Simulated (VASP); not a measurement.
# K3AlO2 (P-6m2) in VASP: notebook, part 2 of 2

VASP 6.6.1. Earlier steps stand in the parts before.

**4. Single point, PBE**

Input file INCAR:

```
SYSTEM = K3AlO2
PREC = Accurate
ENCUT = 600
EDIFF = 1E-6
ISMEAR = 0
SIGMA = 0.1
LREAL = .False.
LASPH = .True.
NELM = 120
ALGO = Normal
ISIF = 2
LWAVE = .False.
LCHARG = .False.
GGA = PE
NBANDS = 30
GGA_COMPAT = .False.
```

Input file KPOINTS:

```
Automatic mesh
0
Gamma
  6 6 4
  0 0 0
```

Input file POSCAR:

```
K3AlO2
1.0
    4.6836044004      0.0000000000      0.0000000000
   -2.3418022002      4.0561203920      0.0000000000
    0.0000000000      0.0000000000      6.7599424602
K Al O
3 1 2
Direct
    0.0000000000      0.0000000000      0.5000000000
    0.3333333333      0.6666666667      0.0000000000
    0.3333333333      0.6666666667      0.5000000000
    0.0000000000      0.0000000000      0.0000000000
    0.6666666667      0.3333333333      0.2520375817
    0.6666666667      0.3333333333      0.7479624183
```

Potentials or basis: VASP PAW PBE potentials, release 64 (K_sv, Al, O).

Command:

```console
$ cat potpaw_PBE.64/K_sv/POTCAR potpaw_PBE.64/Al/POTCAR potpaw_PBE.64/O/POTCAR > POTCAR
$ mpirun -np 1 vasp_std > vasp.out
```

OUTCAR:

```text
SYSTEM = K3AlO2
   PREC = Accurate
   ENCUT = 600
   EDIFF = 1E-6
   ISMEAR = 0
   LREAL = .False.
   LASPH = .True.
   NELM = 120
   ISIF = 2
   GGA = PE

 ion  position               nearest neighbor table
   1  0.000  0.000  0.500-   3 2.70   3 2.70   3 2.70   4 3.38   4 3.38
   2  0.333  0.667  0.000-   4 2.70   4 2.70   4 2.70   3 3.38   3 3.38
   3  0.333  0.667  0.500-   1 2.70   1 2.70   1 2.70   2 3.38   2 3.38
   4  0.000  0.000  0.000-   2 2.70   2 2.70   2 2.70   1 3.38   1 3.38
   5  0.667  0.333  0.252-
   6  0.667  0.333  0.748-

  LATTYP: Found a hexagonal cell.
 ALAT       =     4.6836044004
 C/A-ratio  =     1.4433205460

  Lattice vectors:

 A1 = (   4.6836044004,   0.0000000000,   0.0000000000)
 A2 = (  -2.3418022002,   4.0561203920,   0.0000000000)
 A3 = (   0.0000000000,   0.0000000000,   6.7599424602)

Analysis of symmetry for initial positions (statically):
=====================================================================
 Subroutine PRICEL returns:
 Original cell was already a primitive cell.

 Routine SETGRP: Setting up the symmetry group for a
 hexagonal supercell.

 Subroutine GETGRP returns: Found 12 space group operations
 (whereof 12 operations were pure point group operations)
 out of a pool of 24 trial point group operations.

The static configuration has the point symmetry D_3h.

Analysis of symmetry for dynamics (positions and initial velocities):
=====================================================================
 Subroutine PRICEL returns:
 Original cell was already a primitive cell.

 Routine SETGRP: Setting up the symmetry group for a
 hexagonal supercell.

 Subroutine GETGRP returns: Found 12 space group operations
 (whereof 12 operations were pure point group operations)
 out of a pool of 24 trial point group operations.

The dynamic configuration has the point symmetry D_3h.

 Subroutine INISYM returns: Found 12 space group operations
 (whereof 12 operations are pure point group operations),
 and found     1 'primitive' translations

----------------------------------------------------------------------------------------

                                     Primitive cell

  volume of cell :     128.4204

  direct lattice vectors                    reciprocal lattice vectors
     4.683604400  0.000000000  0.000000000     0.213510774  0.123270503  0.000000000
    -2.341802200  4.056120392  0.000000000     0.000000000  0.246541006  0.000000000
     0.000000000  0.000000000  6.759942460     0.000000000  0.000000000  0.147930253

  length of vectors
     4.683604400  4.683604400  6.759942460     0.246541006  0.246541006  0.147930253

  position of ions in fractional coordinates (direct lattice)
     0.000000000  0.000000000  0.500000000
     0.333333333  0.666666667  0.000000000
     0.333333333  0.666666667  0.500000000
     0.000000000  0.000000000  0.000000000
     0.666666667  0.333333333  0.252037582
[... 30 lines left out ...]
     0.000000000  0.000000000  0.000000000

 Subroutine IBZKPT returns following result:
 ===========================================

 Found     21 irreducible k-points:

 Following reciprocal coordinates:
            Coordinates               Weight
  0.000000  0.000000  0.000000      1.000000
  0.166667  0.000000  0.000000      6.000000
  0.333333  0.000000  0.000000      6.000000
  0.500000  0.000000  0.000000      3.000000
  0.166667  0.166667  0.000000      6.000000
  0.333333  0.166667  0.000000     12.000000
[... 13 lines left out ...]
  0.333333  0.166667  0.500000     12.000000
  0.333333  0.333333  0.500000      2.000000
   k-points           NKPTS =     21   k-points in BZ     NKDIM =     21   number of bands    NBANDS=     30
   number of dos      NEDOS =    301   number of ions     NIONS =      6
   total plane-waves  NPLWV =  86400
   dimension x,y,z NGX =    40 NGY =   40 NGZ =   54
   dimension x,y,z NGXF=    80 NGYF=   80 NGZF=  108
   ions per type =               3   1   2
   NGX,Y,Z   is equivalent  to a cutoff of  14.20, 14.20, 13.28 a.u.
   NGXF,Y,Z  is equivalent  to a cutoff of  28.40, 28.40, 26.56 a.u.
 SYSTEM =  K3AlO2
   PREC   = accura    normal or accurate (medium, high low for compatibility)
   ISTART =      0    job   : 0-new  1-cont  2-samecut
   ICHARG =      2    charge: 1-file 2-atom 10-const
   ISPIN  =      1    spin polarized calculation?
   LNONCOLLINEAR =      F non collinear calculations
   LSORBIT =      F    spin-orbit coupling
   LASPH  =      T    aspherical Exc in radial PAW
   ENCUT  =  600.0 eV  44.10 Ry    6.64 a.u.   9.35  9.35 13.50*2*pi/ulx,y,z
   NELM   =    120;   NELMIN=  2; NELMDL= -5     # of ELM steps
   EDIFF  = 0.1E-05   stopping-criterion for ELM
   LREAL  =      F    real-space projection
   EDIFFG = 0.1E-04   stopping-criterion for IOM
   NSW    =      0    number of steps for IOM
   IBRION =     -1    ionic relax: 0-MD 1-quasi-New 2-CG
   NFREE  =      0    steps in history (QN), initial steepest desc. (CG)
   ISIF   =      2    stress and relaxation
   ISYM   =      2    0-nonsym 1-usesym 2-fastsym
   POTIM  = 0.5000    time-step for ionic-motion
   TEBEG  =    0.0;   TEEND  =   0.0 temperature during run
   PSTRESS=    0.0 pullay stress
   NELECT =      42.0000    total number of electrons
   NUPDOWN=      -1.0000    fix difference up-down
   EMIN   =  10.00;   EMAX   =-10.00  energy-range for DOS
   EFERMI =   0.00;   METHOD = LEGACY
   ISMEAR =     0;   SIGMA  =   0.10  broadening in eV -4-tet -1-fermi 0-gaus
   EFERMI_NEDOS =   21; number of points for ismear=-14 and -15
   IALGO  =     38    algorithm
   IMIX   =      4    mixing-type and parameters
     AMIX     =   0.40;   BMIX     =  1.00
     AMIX_MAG =   1.60;   BMIX_MAG =  1.00
  volume/ion in A,a.u.               =      21.40       144.44
  Fermi-wavevector in a.u.,A,eV,Ry     =   1.127924  2.131468 17.309509  1.272213
  Thomas-Fermi vector in A             =   2.264612
   LORBIT       =      0    0 simple, 1 ext, 2 COOP (PROOUT), +10 PAW based schemes
   GGA     = PE    functional components
   LHFCALC =     F    Hartree Fock is set to
   AEXX    =    0.0000 exact exchange contribution
   IVDW    =     0    specifies the selected vdW correction
   LEPSILON=     F    determine dielectric tensor
   LRPA    =     F    only Hartree local field effects (RPA)
 non-spin polarized calculation
 Gauss-broadening in eV      SIGMA  =   0.10
  energy-cutoff  :      600.00
  volume of cell :      128.42
 maximum number of plane-waves:      4324
 NGX is ok and might be reduce to    40
   NGX = 19   NGY = 19   NGZ = 27

 number of electron      41.9999996 magnetization

 Free energy of the ion-electron system (eV)
  ---------------------------------------------------
  ext. energy  EPLUGINS =         0.00000000
  ---------------------------------------------------
  free energy    TOTEN  =       -16.60192288 eV

  energy without entropy =      -16.60160775  energy(sigma->0) =      -16.60176531

 E-fermi :   1.8860     XC(G=0):  -8.7418

 val. band max:        1.6841391816   @ k =   0.3333   0.0000   0.0000
 cond. band min:       1.9947224019   @ k =   0.0000   0.0000   0.5000
 fundamental gap:      0.3105832203
 Fermi energy:         1.8859814658

 k-point     1 :       0.0000    0.0000    0.0000
  band No.  band energies     occupation
      1     -30.2558      2.00000
      2     -29.3866      2.00000
      3     -29.1375      2.00000
      4     -14.2693      2.00000
      5     -14.2693      2.00000
      6     -13.9729      2.00000
[... 682 lines left out ...]
     29       6.9165      0.00000
     30       7.3776      0.00000

------------------------ aborting loop because EDIFF is reached ----------------------------------------

  FORCE on cell =-STRESS in cart. coord.  units (eV):
  Direction    XX          YY          ZZ          XY          YZ          ZX
  --------------------------------------------------------------------------------------
  -------------------------------------------------------------------------------------
  Total        0.2572197      0.2572197     -0.1917389      0.0000000      0.0000000      0.0000000
  in kB        3.2090821      3.2090821     -2.3921415      0.0000000      0.0000000      0.0000000
  external PRESSURE =       1.3420076 kB  Pullay stress =       0.0000000 kB

 VOLUME and BASIS-vectors are now :
 -----------------------------------------------------------------------------
  energy-cutoff  :      600.00
  volume of cell :      128.42
      direct lattice vectors                 reciprocal lattice vectors
     4.683604400  0.000000000  0.000000000     0.213510774  0.123270503  0.000000000
    -2.341802200  4.056120392  0.000000000     0.000000000  0.246541006  0.000000000
     0.000000000  0.000000000  6.759942460     0.000000000  0.000000000  0.147930253

 POSITION                                       TOTAL-FORCE (eV/Angst)
 -----------------------------------------------------------------------------------
      0.00000      0.00000      3.37997        -0.000000      0.000000      0.000000
     -0.00000      2.70408      0.00000         0.000000     -0.000000      0.000000
     -0.00000      2.70408      3.37997         0.000000      0.000000      0.000000
      0.00000      0.00000      0.00000         0.000000      0.000000      0.000000
      2.34180      1.35204      1.70376        -0.000000      0.000000      0.021419
      2.34180      1.35204      5.05618        -0.000000      0.000000     -0.021419
 -----------------------------------------------------------------------------------
    total drift:                               -0.000000      0.000000      0.000000

  FREE ENERGIE OF THE ION-ELECTRON SYSTEM (eV)
  ---------------------------------------------------
  free  energy   TOTEN  =       -16.6019228800 eV

  energy  without entropy=      -16.6016077478  energy(sigma->0) =      -16.60176531
```

Wall time 2.6 min (1 thread of Intel Xeon 8259CL, shared host); peak memory 0.32 GiB.

What came out:

| Item | Value |
| --- | --- |
| Free energy | -16.6019 eV |
| Pressure | 0.1 GPa |
| Largest force | 0.021 eV/Å |
| Band gap on the k mesh | 0.31 eV (least direct gap 0.48 eV) |

Forces on the atoms (eV/Å):
```
K    0.000  0.000  0.000
K    0.000  0.000  0.000
K    0.000  0.000  0.000
Al   0.000  0.000  0.000
O    0.000  0.000  0.021
O    0.000  0.000 -0.021
```

Caveat: semilocal functionals underestimate gaps, and a narrow one can read as zero. A k mesh can miss the band edges.

**5. Summary**

| cell | k mesh | gap on the mesh (eV) | pressure (GPa) | largest force (eV/Å) |
| --- | --- | --- | --- | --- |
| a = 4.684, b = 4.684, c = 6.760 Å, angles 90.0, 90.0, 120.0°, 6 atoms, atomic positions A | 6 × 6 × 2 | 0.30 | 0.2 | - |
| a = 4.325, b = 4.325, c = 8.663 Å, angles 90.0, 90.0, 120.0°, 6 atoms, atomic positions B | 6 × 6 × 2 | 1.27 | 3.4 | 0.40 |
| a = 4.684, b = 4.684, c = 6.760 Å, angles 90.0, 90.0, 120.0°, 6 atoms, atomic positions A | 6 × 6 × 4 | 0.31 | 0.1 | 0.02 |

Alike in all rows: task single point; level PBE; potentials or basis VASP PAW PBE potentials, release 64 (K_sv, Al, O); no spin polarisation; cutoff (eV) 600; smearing gaussian 0.1 eV.

Caveats: some runs use coarse meshes; semilocal functionals underestimate gaps, and a narrow one can read as zero (at least some runs); the stress differs along the axes, from -20 to 15 GPa (at least some runs).

Total energies depend on the potentials used, so only differences within one code and one set of settings carry meaning.
